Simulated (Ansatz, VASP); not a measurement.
## One calculation of Te5Mo, two programs

```
Te Mo
1.0
     7.60139    0.00000    0.00000
     0.00000    7.60139    0.00000
     0.00000    0.00000    3.53467
Te Mo
5 1
Direct
  0.28803 0.00000 0.50000
  0.71197 0.00000 0.50000
  0.00000 0.28803 0.50000
  0.00000 0.71197 0.50000
  0.50000 0.50000 0.50000
  0.00000 0.00000 0.00000
```

Alike in both runs: functional PBE; k mesh 4 × 4 × 4; occupations gaussian, width 0.1 eV; no spin polarisation.

Ansatz relaxed the structure, and its values are those at the end. VASP's run is a single point on that final structure, the one shown.

|  | VASP | Ansatz |
| --- | --- | --- |
| version | VASP 6.6.1 | Ansatz 0.2.0 |
| potentials or method | VASP PAW PBE potentials, release 64 (Te, Mo_sv), cutoff 520 eV | scalar-relativistic, plane waves, PAW |
| valence electrons in the cell | 44 | 94 |

|  | VASP | Ansatz | Ansatz less VASP |
| --- | --- | --- | --- |
| gap on the k mesh at the Fermi level (eV) | none | none | - |
| pressure (GPa) | 0.0 | 0.0 | +0.02 |
| rms of the force components (eV/Å) | 0.004 | 0.001 | -0.0037 |

A gap of «none» marks a metal or a gap that the smearing closes. The functional is the same, so the differences come from potentials, cutoffs and numerics. VASP's potentials hold 44 valence electrons a cell and Ansatz's 94, so a difference there can come from the potentials and not from the codes.

The k mesh is coarse, so the values compare programs but aren't converged. Spin-orbit coupling is off throughout.
